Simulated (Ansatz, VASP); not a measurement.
**Al2Ru: VASP beside Ansatz**

```xyz
6
Lattice="3.0589 0.0000 0.0000 0.0000 3.0589 0.0000 0.0000 0.0000 8.2546" Properties=species:S:1:pos:R:3 pbc="T T T"
Al    1.5295    1.5295    1.3223
Al    0.0000    0.0000    2.8050
Al    0.0000    0.0000    5.4497
Al    1.5295    1.5295    6.9323
Ru    0.0000    0.0000    0.0000
Ru    1.5295    1.5295    4.1273
```

Change from the starting cell: equal strain along all axes, cell held, atoms relaxed: -2.0 %.

Alike in both runs: functional PBEsol; k mesh 12 × 12 × 4; occupations gaussian, width 0.1 eV; no spin polarisation.

Ansatz relaxed the structure, and its values are those at the end. VASP's run is a single point on that final structure, the one shown.

|  | VASP | Ansatz |
| --- | --- | --- |
| version | VASP 6.6.1 | Ansatz 0.2.0 |
| potentials or method | VASP PAW PBE potentials, release 64 (Al, Ru_pv), cutoff 520 eV | scalar-relativistic, plane waves, PAW |
| valence electrons in the cell | 40 | 44 |

```csv
,VASP,Ansatz,Ansatz less VASP
gap on the k mesh at the Fermi level (eV),none,none,-
pressure (GPa),12.5,12.3,-0.11
```

VASP's potentials were made for PBE, not for PBEsol. A gap of «none» marks a metal or a gap that the smearing closes. VASP's potentials hold 40 valence electrons a cell and Ansatz's 44, so a difference there can come from the potentials and not from the codes. Ansatz's warnings: stress scf threshold loose.
